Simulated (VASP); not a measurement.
Set up this calculation in VASP 6.6.1, as the native input.

| Item | Value |
| --- | --- |
| Task | relaxation of the atoms |
| Functional | r2SCAN |
| Potentials or basis | VASP PAW PBE potentials, release 64 (Cu, N) |
| Cutoff | 580 eV |
| k mesh | 9 × 9 × 9 |
| Occupations | fermi-dirac, width 0.1 eV |
| Spin | no spin polarisation |
| Dipole correction | no |
| Further INCAR settings | ALGO = Normal; EDIFF = 1e-07; IBRION = 2; EDIFFG = -0.01; NSW = 50 |

The system is Cu3N.

```
Cu N
1.0
     3.83529    0.00000    0.00000
     0.00000    3.83529    0.00000
     0.00000    0.00000    3.83529
Cu N
3 1
Cartesian
  1.9176 0.0000 0.0000
  0.0000 1.9176 0.0000
  0.0000 0.0000 1.9176
  0.0000 0.0000 0.0000
```

One way to write it, as run:

POSCAR

```
Cu3N
1.0
    3.8352857900      0.0000000000      0.0000000000
    0.0000000000      3.8352857900      0.0000000000
    0.0000000000      0.0000000000      3.8352857900
Cu N
3 1
Direct
    0.5000000000      0.0000000000      0.0000000000
    0.0000000000      0.5000000000      0.0000000000
    0.0000000000      0.0000000000      0.5000000000
    0.0000000000      0.0000000000      0.0000000000
```

INCAR.step1

```
PREC = Accurate
ENCUT = 580
ISMEAR = -1
SIGMA = 0.1
LREAL = F
LASPH = T
NELM = 120
GGA = PE
ALGO = Normal
EDIFF = 1E-5
LWAVE = T
LCHARG = F
GGA_COMPAT = F
IBRION = 2
EDIFFG = -0.01
NELMIN = 4
NSW = 100
```

INCAR.step2

```
PREC = Accurate
ENCUT = 580
EDIFF = 1E-7
ISMEAR = -1
SIGMA = 0.1
LREAL = F
LASPH = T
NELM = 120
ALGO = Normal
ISIF = 2
LWAVE = F
LCHARG = F
METAGGA = R2SCAN
LMIXTAU = T
IBRION = 2
NSW = 50
EDIFFG = -0.01
ISTART = 1
GGA_COMPAT = F
NELMIN = 4
```

KPOINTS

```
regular mesh
0
Gamma
  9 9 9
```

Potentials or basis: VASP PAW PBE potentials, release 64 (Cu, N).

Command:

```bash
$ cat potpaw_PBE.64/Cu/POTCAR potpaw_PBE.64/N/POTCAR > POTCAR
$ cp INCAR.step1 INCAR
$ mpirun -np 1 vasp_std > vasp.out
$ cp INCAR.step2 INCAR
$ mpirun -np 1 vasp_std > vasp.out
```

It gave:

```yaml
Pressure_after_relaxing: -3.8 GPa
Band_gap_on_the_k_mesh: 0.88 eV (least direct gap 1.33 eV)
```

Caveat: the relaxation stopped at its first step, so nothing moved; the PAW data sets were made with another functional, which shifts forces and pressure a little; an odd mesh through Γ misses points on the zone boundary, where band edges can lie.

It took 2.4 min on 1 thread of Intel(R) Xeon(R) 6975P-C (Granite Rapids) (shared host), peak memory 0.19 GiB.
